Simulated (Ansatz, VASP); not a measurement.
AlPt: VASP beside Ansatz

```
CELL_PARAMETERS angstrom
3.09155 0.03864 0.00000
0.03864 3.09155 0.00000
0.00000 0.00000 3.09155
ATOMIC_POSITIONS crystal
Al 0.00000 0.00000 0.00000
Pt 0.50000 0.50000 0.50000
```

Change from the starting cell: strain +0.0250 x Voigt [0, 0, 0, 0, 0, 1], atoms carried along.

Alike in both runs: task single point; functional r2SCAN; k mesh 16 × 16 × 16; occupations gaussian, width 0.15 eV; no spin polarisation.

|  | VASP | Ansatz |
| --- | --- | --- |
| version | VASP 6.6.1 | Ansatz 0.2.0 |
| potentials or method | VASP PAW PBE potentials, release 64 (Al, Pt), cutoff 520 eV | scalar-relativistic, plane waves, PAW |
| valence electrons in the cell | 13 | 21 |

VASP gave:

* gap on the k mesh at the Fermi level (eV): none
* pressure (GPa): -4.8
* traceless stress, the component that is largest in VASP (GPa): -2.04

Q: Which values does Ansatz return?

A: gap on the k mesh at the Fermi level (eV): none; pressure (GPa): -4.6; traceless stress, the component that is largest in VASP (GPa): -2.03.

VASP's potentials were made for PBE, not for r2SCAN. A gap of «none» marks a metal or a gap that the smearing closes. With one functional, cell and mesh, what is left measures potentials, basis and numerics. VASP's potentials hold 13 valence electrons a cell and Ansatz's 21, so a difference there can come from the potentials and not from the codes.

Neither program's run includes spin-orbit coupling.
